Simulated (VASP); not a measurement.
# Ga2O3 (R-3c) in VASP: a series of runs, part 3 of 3

VASP 6.6.1. Earlier steps stand in the parts before.

### Step 6. Single point, r2SCAN (strain -0.050 along x and y, -0.025 along z)

POSCAR reads:

```
Ga2O3
1.0
    2.3676872358      1.3669848630      4.3686499504
   -2.3676872358      1.3669848630      4.3686499504
    0.0000000000     -2.7339697259      4.3686499504
Ga O
4 6
Direct
    0.3554023483      0.3554023483      0.3554023483
    0.1445976517      0.1445976517      0.1445976517
    0.6445976517      0.6445976517      0.6445976517
    0.8554023483      0.8554023483      0.8554023483
    0.5536262452      0.9463737548      0.2500000000
    0.2500000000      0.5536262452      0.9463737548
    0.9463737548      0.2500000000      0.5536262452
    0.4463737548      0.0536262452      0.7500000000
    0.7500000000      0.4463737548      0.0536262452
    0.0536262452      0.7500000000      0.4463737548
```

INCAR.step1 reads:

```
PREC = Accurate
ENCUT = 520
ISMEAR = 0
SIGMA = 0.05
LREAL = F
LASPH = T
NELM = 100
NBANDS = 55
GGA = PE
ALGO = Normal
EDIFF = 1E-4
LWAVE = T
LCHARG = F
```

INCAR.step2 reads:

```
PREC = Accurate
ENCUT = 520
EDIFF = 1E-7
ISMEAR = 0
SIGMA = 0.05
LREAL = F
LASPH = T
NELM = 100
ALGO = Normal
ISIF = 2
LWAVE = F
LCHARG = F
METAGGA = R2SCAN
LMIXTAU = T
NBANDS = 55
ISTART = 1
```

KPOINTS reads:

```
Automatic mesh
0
Gamma
  6 6 6
```

Potentials or basis: VASP PAW PBE potentials, release 64 (Ga_d, O).

On the command line:

```console
cat potpaw_PBE.64/Ga_d/POTCAR potpaw_PBE.64/O/POTCAR > POTCAR
cp INCAR.step1 INCAR
mpirun -np 1 vasp_std > vasp.out
cp INCAR.step2 INCAR
mpirun -np 1 vasp_std > vasp.out
```

OUTCAR:

```text
PREC = Accurate
   ENCUT = 520
   EDIFF = 1E-7
   ISMEAR = 0
   LREAL = F
   LASPH = T
   NELM = 100
   ISIF = 2
   METAGGA = R2SCAN
   ISTART = 1

 ion  position               nearest neighbor table
   1  0.355  0.355  0.355-  10 1.84   8 1.84   9 1.84   5 1.99   6 1.99   7 1.99   2 2.76   3 2.79
                             3 2.79   3 2.79
   2  0.145  0.145  0.145-   9 1.84   8 1.84  10 1.84   5 1.99   7 1.99   6 1.99   1 2.76   4 2.79
                             4 2.79   4 2.79
   3  0.645  0.645  0.645-   7 1.84   5 1.84   6 1.84   8 1.99   9 1.99  10 1.99   4 2.76   1 2.79
                             1 2.79   1 2.79
   4  0.855  0.855  0.855-   6 1.84   5 1.84   7 1.84   8 1.99  10 1.99   9 1.99   3 2.76   2 2.79
[... 1621 lines left out ...]

 VOLUME and BASIS-vectors are now :
 -----------------------------------------------------------------------------
  energy-cutoff  :      520.00
  volume of cell :       84.84
      direct lattice vectors                 reciprocal lattice vectors
     2.367687236  1.366984863  4.368649950     0.211176541  0.121922833  0.076301223
    -2.367687236  1.366984863  4.368649950    -0.211176541  0.121922833  0.076301223
     0.000000000 -2.733969726  4.368649950     0.000000000 -0.243845665  0.076301223

 POSITION                                       TOTAL-FORCE (eV/Angst)
 -----------------------------------------------------------------------------------
      0.00000      0.00000      4.65789         0.000000     -0.000000     -0.353676
      0.00000      0.00000      1.89509         0.000000      0.000000      0.353676
      0.00000      0.00000      8.44806         0.000000      0.000000      0.353676
      0.00000      0.00000     11.21086         0.000000     -0.000000     -0.353676
     -0.92990      1.36698      7.64514        -0.092725      0.000000     -0.000000
     -0.71889     -1.48881      7.64514         0.046363     -0.080303     -0.000000
      1.64880      0.12183      7.64514         0.046363      0.080303     -0.000000
      0.92990     -1.36698      5.46081         0.092725     -0.000000     -0.000000
      0.71889      1.48881      5.46081        -0.046363      0.080303     -0.000000
     -1.64880     -0.12183      5.46081        -0.046363     -0.080303     -0.000000
 -----------------------------------------------------------------------------------
    total drift:                               -0.000000     -0.000000      0.000000

  FREE ENERGIE OF THE ION-ELECTRON SYSTEM (eV)
  ---------------------------------------------------
  free  energy   TOTEN  =      -100.7506569241 eV

  energy  without entropy=     -100.7506569241  energy(sigma->0) =     -100.75065692
```

OUTCAR.step1:

```text
PREC = Accurate
   ENCUT = 520
   ISMEAR = 0
   LREAL = F
[... 1652 lines left out ...]
      1.64880      0.12183      7.64514         0.023295      0.040348     -0.000000
      0.92990     -1.36698      5.46081         0.046590      0.000000     -0.000000
      0.71889      1.48881      5.46081        -0.023295      0.040348     -0.000000
     -1.64880     -0.12183      5.46081        -0.023295     -0.040348     -0.000000
 -----------------------------------------------------------------------------------
    total drift:                               -0.000000     -0.000000      0.000000

  FREE ENERGIE OF THE ION-ELECTRON SYSTEM (eV)
  ---------------------------------------------------
  free  energy   TOTEN  =       -57.0508267457 eV

  energy  without entropy=      -57.0508267457  energy(sigma->0) =      -57.05082675
```

OSZICAR.step1:

```text
N       E                     dE             d eps       ncg     rms          rms(c)
DAV:   1     0.121332876173E+04    0.12133E+04   -0.39556E+04  4345   0.313E+03
DAV:   2     0.196722908109E+03   -0.10166E+04   -0.94746E+03  3560   0.834E+02
DAV:   3    -0.475444247732E+02   -0.24427E+03   -0.23830E+03  4019   0.268E+02
DAV:   4    -0.655940953130E+02   -0.18050E+02   -0.17878E+02  4381   0.796E+01
DAV:   5    -0.662026343679E+02   -0.60854E+00   -0.60753E+00  4722   0.152E+01    0.180E+01
DAV:   6    -0.568563556196E+02    0.93463E+01   -0.26516E+01  6426   0.679E+01    0.435E+00
DAV:   7    -0.570922382855E+02   -0.23588E+00   -0.43970E+00  3995   0.110E+01    0.334E+00
DAV:   8    -0.571086181196E+02   -0.16380E-01   -0.62598E-01  5846   0.921E+00    0.162E+00
DAV:   9    -0.570504124648E+02    0.58206E-01   -0.33351E-01  5689   0.775E+00    0.280E-01
DAV:  10    -0.570505053596E+02   -0.92895E-04   -0.21008E-02  5232   0.138E+00    0.611E-02
DAV:  11    -0.570508268586E+02   -0.32150E-03   -0.20982E-03  4329   0.454E-01    0.241E-02
DAV:  12    -0.570508267457E+02    0.11292E-06   -0.25583E-04  2943   0.268E-01
   1 F= -.57050827E+02 E0= -.57050827E+02  d E =-.134417E-13
```

It took 8.8 min on 1 thread of Intel Xeon Platinum 8559C (Emerald Rapids), shared host; peak memory 0.32 GiB.

What came out:

```yaml
Free_energy: -100.7507 eV
Pressure: 43.9 GPa
Largest_force: 0.354 eV/Å
Band_gap_on_the_k_mesh: 5.05 eV (least direct gap 5.23 eV)
```

Forces in eV/Å, atoms in the order of the input:
```
Ga   0.000  0.000 -0.354
Ga   0.000  0.000  0.354
Ga   0.000  0.000  0.354
Ga   0.000  0.000 -0.354
O   -0.093  0.000  0.000
O    0.046 -0.080  0.000
O    0.046  0.080  0.000
O    0.093  0.000  0.000
O   -0.046  0.080  0.000
O   -0.046 -0.080  0.000
```

Levels at points of the mesh, in eV from the valence-band top:
```tsv
k point	band 40	band 41	band 42	band 43	band 44	band 45	band 46	band 47	band 48	band 49
(0.00, 0.00, 0.00)	-0.57	-0.32	-0.32	-0.17	-0.17	5.05	8.73	8.75	11.28	11.94
(0.50, 0.00, 0.00)	-1.29	-1.27	-1.27	-0.23	-0.23	8.52	8.52	8.91	8.91	11.80
(0.50, 0.50, 0.00)	-1.19	-0.97	-0.78	-0.29	-0.17	8.89	9.00	9.77	10.21	10.62
(0.50, 0.50, 0.50)	-1.78	-0.25	-0.25	-0.25	-0.25	8.10	8.10	9.82	9.82	11.67
```

Caveat: the cell differs from its parent crystal (strain -0.050 along x and y, -0.025 along z); the stress differs along the axes, from 34 to 49 GPa; the PAW data sets were made with another functional, which shifts forces and pressure a little. A k mesh can miss the band edges.

### Step 7. Overview

| cell | gap on the mesh (eV) | pressure (GPa) | largest force (eV/Å) |
| --- | --- | --- | --- |
| a = 5.441 Å, angles 51.6°, 10 atoms | 3.87 | 19.4 | 0.80 |
| a = 5.138 Å, angles 58.0°, 10 atoms | 3.97 | 14.8 | 0.43 |
| a = 5.287 Å, angles 54.7°, 10 atoms | 4.12 | 16.3 | 0.26 |
| a = 5.059 Å, angles 55.8°, 10 atoms | 5.39 | 54.5 | 0.03 |
| a = 5.154 Å, angles 54.7°, 10 atoms | 5.05 | 43.9 | 0.35 |

Alike in all rows: task single point; level r2SCAN; potentials or basis VASP PAW PBE potentials, release 64 (Ga_d, O); no spin polarisation; k mesh 6 × 6 × 6; cutoff (eV) 520; smearing gaussian 0.05 eV.

Caveats: the PAW data sets were made with another functional, which shifts forces and pressure a little; the stress differs along the axes, from -4 to 31 GPa (at least some runs); the stress differs along the axes, from 10 to 24 GPa (at least some runs); the stress differs along the axes, from 9 to 20 GPa (at least some runs); the stress differs along the axes, from 50 to 57 GPa (at least some runs); the stress differs along the axes, from 34 to 49 GPa (at least some runs).

Total energies depend on the potentials used, so only differences within one code and one set of settings carry meaning.
